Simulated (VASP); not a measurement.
Write the native input for VASP 6.6.1 that does the following.

```
Task                   : single point
Functional             : PBEsol
Dispersion             : D3(BJ)
Potentials or basis    : VASP PAW PBE potentials, release 64 (Ga_d, Sb)
Cutoff                 : 520 eV
k mesh                 : 12 × 12 × 12
Occupations            : gaussian, width 0.15 eV
Spin                   : no spin polarisation
Dipole correction      : no
Further INCAR settings : ALGO = Normal; EDIFF = 1e-06; NBANDS = 22
```

The structure of GaSb3 lies in POSCAR:

```
GaSb3
1.0
    0.0000000000      3.5855047185      3.5855047185
    3.5855047185      0.0000000000      3.5855047185
    3.5855047185      3.5855047185      0.0000000000
Ga Sb
1 3
Direct
   -0.0348625953     -0.0348625953      0.0348625953
    0.2500000000      0.2500000000      0.2500000000
    0.7500000000      0.7500000000      0.7500000000
    0.5000000000      0.5000000000      0.5000000000
```

This cell differs from its parent crystal: atom 1 (Ga) moved +0.250 Å towards its neighbour atom 4 (Sb) at 3.586 Å.

The input as run:

INCAR

```
SYSTEM = GaSb3
PREC = Accurate
ENCUT = 520
EDIFF = 1E-6
ISMEAR = 0
SIGMA = 0.15
LREAL = .False.
LASPH = .True.
NELM = 80
ALGO = Normal
ISIF = 2
LWAVE = .False.
LCHARG = .False.
GGA = PS
IVDW = 12
NBANDS = 22
```

KPOINTS

```
Automatic mesh
0
Gamma
  12 12 12
  0 0 0
```

Potentials or basis: VASP PAW PBE potentials, release 64 (Ga_d, Sb).

Run with:

```sh
$ cat potpaw_PBE.64/Ga_d/POTCAR potpaw_PBE.64/Sb/POTCAR > POTCAR
$ mpirun -np 1 vasp_std > vasp.out
```

It gave:

```json
{"Pressure": "1.1 GPa", "Largest force": "0.540 eV/Å", "Band gap on the k mesh": "zero (bands 14 and 15 overlap by 4.14 eV)", "Dispersion energy per atom": "-0.493 eV"}
```

Caveat: the cell differs from its parent crystal (atom 1 (Ga) moved +0.250 Å towards its neighbour atom 4 (Sb) at 3.586 Å); the PAW data sets were made with another functional, which shifts forces and pressure a little; spin-orbit coupling is left out, which moves the levels of the heavy elements.

Wall time 3.3 min on 1 thread of Intel(R) Xeon(R) 6975P-C (Granite Rapids), on a shared host, peak memory 0.47 GiB.
